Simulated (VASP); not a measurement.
Crystal: Te2Mo.

```
CELL_PARAMETERS angstrom
3.59101 0.00000 0.00000
-1.79551 3.10991 0.00000
0.00000 0.00000 15.81371
ATOMIC_POSITIONS crystal
Te 0.33333 0.66667 0.63459
Te 0.66667 0.33333 0.13459
Te 0.33333 0.66667 0.86541
Te 0.66667 0.33333 0.36541
Mo 0.33333 0.66667 0.25000
Mo 0.66667 0.33333 0.75000
```

| Property | Result |
| --- | --- |
| Program | VASP 6.6.1 |
| Task | relaxation of shape and atoms at fixed volume |
| Functional | PBE |
| Potentials or basis | VASP PAW PBE potentials, release 64 (Te, Mo_sv) |
| Cutoff | 600 eV |
| k mesh | 12 × 12 × 2 |
| Occupations | gaussian, width 0.02 eV |
| Spin | no spin polarisation |

At the start: pressure -2.3 GPa; volume 29.43 Å³/atom.

Task: Where does the relaxation end?

Result: Over 9 steps the energy falls by 5.5 meV/atom; space group P6_3/mmc (No. 194, to 0.1 Å) before and after.

The path:
```
step  energy change (eV)  largest force (eV/Å)  pressure (GPa)  volume (Å³)
   1              0.0000                0.3609           -2.26       176.60
   2             -0.0159                0.1090           -1.41       176.60
   3             -0.0166                0.0441           -1.19       176.60
   4             -0.0248                0.0285           -0.87       176.60
   5             -0.0331                0.0135           -0.07       176.60
   6             -0.0331                0.0125           -0.09       176.60
   7             -0.0331                0.0114           -0.12       176.60
   8             -0.0331                0.0117           -0.19       176.60
   9             -0.0331                0.0005           -0.15       176.60
```

Final structure:
```yaml
crystal:
  lattice:
    - [3.55816, 0.00000, 0.00000]
    - [-1.77908, 3.08146, 0.00000]
    - [0.00000, 0.00000, 16.10708]
  atoms:
    - { symbol: Te, position: [0.33333, 0.66667, 0.63772] }
    - { symbol: Te, position: [0.66667, 0.33333, 0.13772] }
    - { symbol: Te, position: [0.33333, 0.66667, 0.86228] }
    - { symbol: Te, position: [0.66667, 0.33333, 0.36228] }
    - { symbol: Mo, position: [0.33333, 0.66667, 0.25000] }
    - { symbol: Mo, position: [0.66667, 0.33333, 0.75000] }
```

Caveat: this functional lacks dispersion, which binds the layers, so the pressure and a relaxed spacing across them are unreliable.
